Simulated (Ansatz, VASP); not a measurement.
# One calculation of Ge, two programs

```
Ge
1.0
     2.74915    0.00000    0.00000
     0.00000    2.74915    0.00000
     0.00000    0.00000    2.74915
Ge
1
Direct
  0.00000 0.00000 0.00000
```

Alike in both runs: task relaxation of cell and atoms; functional LDA; k mesh 11 × 11 × 11; occupations fermi-dirac, width 0.1 eV; no spin polarisation.

|  | VASP | Ansatz |
| --- | --- | --- |
| version | VASP 6.6.1 | Ansatz 0.2.0 |
| potentials or method | VASP PAW LDA potentials, release 64 (Ge_d), cutoff 600 eV | plane waves (420 eV) with PAW, scalar-relativistic |
| valence electrons in the cell | 14 | 14 |

|  | VASP | Ansatz | Ansatz less VASP |
| --- | --- | --- | --- |
| relaxed volume (Å³/atom) | 18.57 | 18.54 | -0.029 |
| relaxed cell length with the largest relative difference (Å) | 2.648 | 2.647 | -0.0014 |

Ansatz warns that its potentials were made for another functional, while VASP's fit it. LDA's correlation is that of Perdew and Zunger in VASP and of Perdew and Wang (1992) in Ansatz.
